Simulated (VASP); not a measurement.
Set up this calculation in VASP 6.6.1, as the native input.

| Property | Result |
| --- | --- |
| Task | single point |
| Functional | PBE |
| Potentials or basis | VASP PAW PBE potentials, release 64 (B, As) |
| Cutoff | 520 eV |
| k mesh | 10 × 10 × 10 |
| Occupations | gaussian, width 0.05 eV |
| Spin | no spin polarisation |
| Dipole correction | no |
| Further INCAR settings | ALGO = Normal; EDIFF = 1e-07; NBANDS = 11 |

The structure of BAs lies in POSCAR:

```
BAs
1.0
    0.0000000000      2.5795800000      2.2929600000
    2.5795800000      0.0000000000      2.2929600000
    2.5795800000      2.5795800000      0.0000000000
B As
1 1
Direct
    0.0000000000      0.0000000000      0.0000000000
    0.7500000000      0.7500000000      0.7500000000
```

This cell differs from its parent crystal: strain +0.080 along x and y, -0.040 along z.

One way to write it, as run:

INCAR

```
PREC     = Accurate       # precision mode
ENCUT    = 520            # plane-wave cutoff, eV
EDIFF    = 1E-7           # SCF threshold, eV
ISMEAR   = 0              # smearing method
SIGMA    = 0.05           # smearing width, eV
LREAL    = F              # projectors in reciprocal space
LASPH    = T              # aspherical terms in the spheres
NELM     = 100            # most SCF steps
ALGO     = Normal         # electronic algorithm
ISIF     = 2              # what is computed and relaxed
LWAVE    = F              # write WAVECAR
LCHARG   = F              # write CHGCAR
GGA      = PE             # functional
NBANDS   = 11             # bands
```

KPOINTS

```
regular mesh
0
Gamma
  10 10 10
```

Potentials or basis: VASP PAW PBE potentials, release 64 (B, As).

Command:

```console
$ cat potpaw_PBE.64/B/POTCAR potpaw_PBE.64/As/POTCAR > POTCAR
$ mpirun -np 1 vasp_std > vasp.out
```

Results of the run:

```
Pressure               : -9.7 GPa
Band gap on the k mesh : zero (band 4 reaches 5.57 eV, above the bottom of band 5 at 5.32 eV)
```

Caveat: the cell differs from its parent crystal (strain +0.080 along x and y, -0.040 along z).

Run time: 51 s on 1 thread of Intel Xeon 8259CL, with other jobs on the host, peak memory 0.18 GiB.
